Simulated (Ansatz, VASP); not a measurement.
## One calculation of Ba, two programs

```
Ba
1.0
     4.35177    0.00000    0.00000
     0.00000    7.10642    0.00000
     0.00000    0.00000   24.10290
Ba
3
Direct
  0.92156 0.00000 0.41636
  0.50000 0.50000 0.50000
  0.07844 0.00000 0.58364
```

Alike in both runs: functional PBE; k mesh 9 × 5 × 1; occupations fermi-dirac, width 0.05 eV; no spin polarisation.

Ansatz relaxed the structure, and its values are those at the end. VASP's run is a single point on that final structure, the one shown.

|  | VASP | Ansatz |
| --- | --- | --- |
| version | VASP 6.6.1 | Ansatz 0.2.0 |
| potentials or method | VASP PAW PBE potentials, release 64 (Ba_sv) | PAW with Ansatz's default frozen-core files, scalar-relativistic |
| plane-wave cutoff (eV) | 520 | 420 |
| valence electrons in the cell | 30 | 30 |

```tsv
	VASP	Ansatz	Ansatz less VASP
rms of the force components (eV/Å)	0.005	0.000	-0.0045
```

With one functional, cell and mesh, what is left measures potentials, basis and numerics. Ansatz's warnings: stress scf threshold loose, xc potential rough in thin density.

Neither program's run includes spin-orbit coupling.
